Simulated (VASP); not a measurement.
# Sb (P-1) in VASP: single point with PBE

Aim: the single point of Sb with PBE.

All numbers are computed with VASP 6.6.1; they aren't measurements. Logs are shortened: lines on timing, memory, paths and dates and some standing lists are left out, and cuts for length are marked.

**1. The cell of the first run**

The typed cell holds 2 atoms: a = 3.287 Å, b = 3.287 Å, c = 5.655 Å, α = 75.22°, β = 75.22°, γ = 61.34°.

**2. Single point, PBE**

INCAR

```
SYSTEM = Sb
PREC = Accurate ; ENCUT = 520
EDIFF = 1E-7 ; ISMEAR = -1
SIGMA = 0.05 ; LREAL = .FALSE.
LASPH = .TRUE. ; NELM = 60
ALGO = Normal ; ISIF = 2
LWAVE = .FALSE. ; LCHARG = .FALSE.
GGA = PE ; NBANDS = 12
```

KPOINTS

```
Automatic mesh
0
G
  9 9 5
  0 0 0
```

POSCAR

```
Sb
1.0
    0.0000000000     -2.3712425200     -2.2763928192
   -2.3712425200      0.0000000000     -2.2763928192
    2.3712425200      2.3712425200     -4.5527856384
Sb
2
Direct
    0.5453590310      0.5405781707      0.5070874049
   -0.0453590310     -0.0405781707      0.9929125951
```

Potentials or basis: VASP PAW PBE potentials, release 64 (Sb).

On the command line:

```
$ cat potpaw_PBE.64/Sb/POTCAR > POTCAR
$ mpirun -np 1 vasp_std > vasp.out
```

OUTCAR:

```text
SYSTEM = Sb
   PREC = Accurate
   ENCUT = 520
   EDIFF = 1E-7
   ISMEAR = -1
   LREAL = .FALSE.
   LASPH = .TRUE.
   NELM = 60
   ISIF = 2
   GGA = PE

 ion  position               nearest neighbor table
   1  0.545  0.541  0.507-   2 3.12   2 3.14   2 3.15   2 3.50   2 3.52   2 3.62
   2  0.955  0.959  0.993-   1 3.12   1 3.14   1 3.15   1 3.50   1 3.52   1 3.62

  LATTYP: Found a base centered monoclinic cell.
 ALAT       =     5.6545061010
 B/A-ratio  =     0.5930568067
 C/A-ratio  =     1.0000000000
 COS(beta)  =    -0.2965672482

  Lattice vectors:

 A1 = (   0.0000000000,   2.3712425200,   2.2763928192)
 A2 = (   2.3712425200,   0.0000000000,   2.2763928192)
 A3 = (   2.3712425200,   2.3712425200,  -4.5527856384)

Analysis of symmetry for initial positions (statically):
=====================================================================
 Subroutine PRICEL returns:
 Original cell was already a primitive cell.

 Routine SETGRP: Setting up the symmetry group for a
 base centered monoclinic supercell.

 Subroutine GETGRP returns: Found  2 space group operations
 (whereof  1 operations were pure point group operations)
 out of a pool of  4 trial point group operations.

The static configuration has the point symmetry C_1 .
 The point group associated with its full space group is S_2 .

Analysis of symmetry for dynamics (positions and initial velocities):
=====================================================================
 Subroutine PRICEL returns:
 Original cell was already a primitive cell.

 Routine SETGRP: Setting up the symmetry group for a
 base centered monoclinic supercell.

 Subroutine GETGRP returns: Found  2 space group operations
 (whereof  1 operations were pure point group operations)
 out of a pool of  4 trial point group operations.

The dynamic configuration has the point symmetry C_1 .
 The point group associated with its full space group is S_2 .

 Subroutine INISYM returns: Found  2 space group operations
 (whereof  1 operations are pure point group operations),
 and found     1 'primitive' translations

----------------------------------------------------------------------------------------

                                     Primitive cell

  volume of cell :      51.1987

  direct lattice vectors                    reciprocal lattice vectors
     0.000000000 -2.371242520 -2.276392819     0.105429958 -0.316289875 -0.109822873
    -2.371242520  0.000000000 -2.276392819    -0.316289875  0.105429958 -0.109822873
     2.371242520  2.371242520 -4.552785638     0.105429958  0.105429958 -0.109822873

  length of vectors
     3.287058770  3.287058770  5.654506101     0.351021117  0.351021117  0.185181035

  position of ions in fractional coordinates (direct lattice)
     0.545359031  0.540578171  0.507087405
     0.954640969  0.959421829  0.992912595

  ion indices of the primitive-cell ions
   primitive index   ion index
                 1           1
                 2           2

----------------------------------------------------------------------------------------

 KPOINTS: Automatic mesh

Automatic generation of k-mesh.
 Grid dimensions read from file:
 generate k-points for:    9    9    5

 Generating k-lattice:

  Cartesian coordinates                     Fractional coordinates (reciprocal lattice)
     0.011714440 -0.035143319 -0.012202541     0.111111111 -0.000000000 -0.000000000
    -0.035143319  0.011714440 -0.012202541    -0.000000000  0.111111111 -0.000000000
     0.021085992  0.021085992 -0.021964575     0.000000000  0.000000000  0.200000000

  Length of vectors
     0.039002346  0.039002346  0.037036207

  Shift w.r.t. Gamma in fractional coordinates (k-lattice)
     0.000000000  0.000000000  0.000000000

 Subroutine IBZKPT returns following result:
 ===========================================

 Found    203 irreducible k-points:

 Following reciprocal coordinates:
            Coordinates               Weight
  0.000000  0.000000  0.000000      1.000000
  0.111111  0.000000  0.000000      2.000000
 -0.000000 -0.111111  0.000000      2.000000
  0.222222  0.000000 -0.000000      2.000000
 -0.000000 -0.222222  0.000000      2.000000
  0.333333  0.000000 -0.000000      2.000000
[... 16 lines left out ...]
 -0.111111  0.111111  0.000000      2.000000
  0.222222  0.222222 -0.000000      2.000000
 [... further k-points ...]
   k-points           NKPTS =    203   k-points in BZ     NKDIM =    203   number of bands    NBANDS=     12
   number of dos      NEDOS =    301   number of ions     NIONS =      2
   total plane-waves  NPLWV =  24192
   dimension x,y,z NGX =    24 NGY =   24 NGZ =   42
   dimension x,y,z NGXF=    48 NGYF=   48 NGZF=   84
   ions per type =               2
   NGX,Y,Z   is equivalent  to a cutoff of  12.14, 12.14, 12.35 a.u.
   NGXF,Y,Z  is equivalent  to a cutoff of  24.28, 24.28, 24.70 a.u.
 SYSTEM =  Sb
   PREC   = accura    normal or accurate (medium, high low for compatibility)
   ISTART =      0    job   : 0-new  1-cont  2-samecut
   ICHARG =      2    charge: 1-file 2-atom 10-const
   ISPIN  =      1    spin polarized calculation?
   LNONCOLLINEAR =      F non collinear calculations
   LSORBIT =      F    spin-orbit coupling
   LASPH  =      T    aspherical Exc in radial PAW
   ENCUT  =  520.0 eV  38.22 Ry    6.18 a.u.   6.11  6.11 10.51*2*pi/ulx,y,z
   NELM   =     60;   NELMIN=  2; NELMDL= -5     # of ELM steps
   EDIFF  = 0.1E-06   stopping-criterion for ELM
   LREAL  =      F    real-space projection
   EDIFFG = 0.1E-05   stopping-criterion for IOM
   NSW    =      0    number of steps for IOM
   IBRION =     -1    ionic relax: 0-MD 1-quasi-New 2-CG
   NFREE  =      0    steps in history (QN), initial steepest desc. (CG)
   ISIF   =      2    stress and relaxation
   ISYM   =      2    0-nonsym 1-usesym 2-fastsym
   POTIM  = 0.5000    time-step for ionic-motion
   TEBEG  =    0.0;   TEEND  =   0.0 temperature during run
   PSTRESS=    0.0 pullay stress
   NELECT =      10.0000    total number of electrons
   NUPDOWN=      -1.0000    fix difference up-down
   EMIN   =  10.00;   EMAX   =-10.00  energy-range for DOS
   EFERMI =   0.00;   METHOD = LEGACY
   ISMEAR =    -1;   SIGMA  =   0.05  broadening in eV -4-tet -1-fermi 0-gaus
   EFERMI_NEDOS =   21; number of points for ismear=-14 and -15
   IALGO  =     38    algorithm
   IMIX   =      4    mixing-type and parameters
     AMIX     =   0.40;   BMIX     =  1.00
     AMIX_MAG =   1.60;   BMIX_MAG =  1.00
  volume/ion in A,a.u.               =      25.60       172.75
  Fermi-wavevector in a.u.,A,eV,Ry     =   0.949850  1.794957 12.275386  0.902215
  Thomas-Fermi vector in A             =   2.078172
   LORBIT       =      0    0 simple, 1 ext, 2 COOP (PROOUT), +10 PAW based schemes
   GGA     = PE    functional components
   LHFCALC =     F    Hartree Fock is set to
   AEXX    =    0.0000 exact exchange contribution
   IVDW    =     0    specifies the selected vdW correction
   LEPSILON=     F    determine dielectric tensor
   LRPA    =     F    only Hartree local field effects (RPA)
 non-spin polarized calculation
  energy-cutoff  :      520.00
  volume of cell :       51.20
 maximum number of plane-waves:      1394
   NGX = 13   NGY = 13   NGZ = 21

 number of electron      10.0000001 magnetization

 Free energy of the ion-electron system (eV)
  ---------------------------------------------------
  ext. energy  EPLUGINS =         0.00000000
  ---------------------------------------------------
  free energy    TOTEN  =        -7.59764974 eV

  energy without entropy =       -7.58686864  energy(sigma->0) =       -7.59225919

 E-fermi :   9.1908     XC(G=0): -10.4435

 val. band max:        9.1761896040   @ k =  -0.1111   0.1111   0.2000
 cond. band min:       9.2011122919   @ k =  -0.1111   0.3333   0.4000
 fundamental gap:      0.0249226880
 Fermi energy:         9.1908052261

 k-point     1 :       0.0000    0.0000    0.0000
  band No.  band energies     occupation
      1      -4.1671      2.00000
      2      -0.0636      2.00000
      3       3.0232      2.00000
      4      12.7502      0.00000
      5      13.6570      0.00000
      6      14.4401      0.00000
      7      14.7571      0.00000
      8      15.0682      0.00000
      9      17.6007      0.00000
     10      18.2576      0.00000
     11      18.7665      0.00000
     12      19.1501      0.00000

 k-point     2 :       0.1111    0.0000    0.0000
  band No.  band energies     occupation
      1      -3.9369      2.00000
      2       0.0983      2.00000
      3       3.3030      2.00000
      4      10.9997      0.00000
      5      12.7470      0.00000
      6      13.3708      0.00000
      7      13.9111      0.00000
      8      14.8754      0.00000
      9      17.0972      0.00000
     10      17.7524      0.00000
     11      18.7623      0.00000
     12      19.4885      0.00000

 k-point     3 :      -0.0000   -0.1111    0.0000
  band No.  band energies     occupation
      1      -3.9368      2.00000
      2       0.0977      2.00000
      3       3.3039      2.00000
      4      10.9996      0.00000
      5      12.7451      0.00000
      6      13.3703      0.00000
      7      13.9025      0.00000
      8      14.8846      0.00000
      9      17.1107      0.00000
     10      17.7476      0.00000
     11      18.7653      0.00000
     12      19.4922      0.00000
[... 286 lines left out ...]
 k-point    23 :      -0.1111    0.1111    0.0000
  band No.  band energies     occupation
      1      -3.5035      2.00000
      2       0.5062      2.00000
      3       3.7010      2.00000
      4       9.2189      0.72663
      5      10.8734      0.00000
      6      11.8111      0.00000
      7      12.3082      0.00000
      8      14.9792      0.00000
      9      17.6123      0.00000
     10      18.0863      0.00000
     11      19.4647      0.00000
     12      19.6907      0.00000

 k-point    24 :       0.2222    0.2222   -0.0000
  band No.  band energies     occupation
      1      -3.1533      2.00000
      2       0.3091      2.00000
      3       4.5846      2.00000
      4       9.2641      0.37495
      5       9.4061      0.02660
      6      10.8009      0.00000
      7      13.7544      0.00000
      8      13.9432      0.00000
      9      15.1054      0.00000
     10      17.5827      0.00000
     11      19.6848      0.00000
     12      19.9221      0.00000

 [... further k-points ...]

------------------------ aborting loop because EDIFF is reached ----------------------------------------

  FORCE on cell =-STRESS in cart. coord.  units (eV):
  Direction    XX          YY          ZZ          XY          YZ          ZX
  --------------------------------------------------------------------------------------
  -------------------------------------------------------------------------------------
  Total        1.7173586      1.7194010      2.0297244     -0.0048407     -0.3071050     -0.3111301
  in kB       53.7418271     53.8057397     63.5167842     -0.1514814     -9.6103315     -9.7362892
  external PRESSURE =      57.0214503 kB  Pullay stress =       0.0000000 kB

 VOLUME and BASIS-vectors are now :
 -----------------------------------------------------------------------------
  energy-cutoff  :      520.00
  volume of cell :       51.20
      direct lattice vectors                 reciprocal lattice vectors
     0.000000000 -2.371242520 -2.276392819     0.105429958 -0.316289875 -0.109822873
    -2.371242520  0.000000000 -2.276392819    -0.316289875  0.105429958 -0.109822873
     2.371242520  2.371242520 -4.552785638     0.105429958  0.105429958 -0.109822873

 POSITION                                       TOTAL-FORCE (eV/Angst)
 -----------------------------------------------------------------------------------
     -0.07941     -0.09075     -4.78068        -0.003056      0.001160      0.003384
      0.07941      0.09075     -8.87768         0.003056     -0.001160     -0.003384
 -----------------------------------------------------------------------------------
    total drift:                               -0.000000     -0.000000     -0.000000

  FREE ENERGIE OF THE ION-ELECTRON SYSTEM (eV)
  ---------------------------------------------------
  free  energy   TOTEN  =        -7.5976497371 eV

  energy  without entropy=       -7.5868686393  energy(sigma->0) =       -7.59225919
```

Wall time 33 s (1 thread of Intel Xeon 6975P-C (Granite Rapids), shared host); peak memory 0.24 GiB.

What came out:

```yaml
Free_energy: -7.5976 eV
Pressure: 5.7 GPa
Largest_force: 0.005 eV/Å
Band_gap_on_the_k_mesh: zero (bands 5 and 6 overlap by 6.76 eV)
```

Forces on the atoms (eV/Å):
```
Sb  -0.003  0.001  0.003
Sb   0.003 -0.001 -0.003
```

Stress tensor (GPa, compression positive):
```
 5.37 -0.02 -0.97
-0.02  5.38 -0.96
-0.97 -0.96  6.35
```

Caveat: the cell stands under pressure; spin-orbit coupling is left out, which moves the levels of the heavy elements.
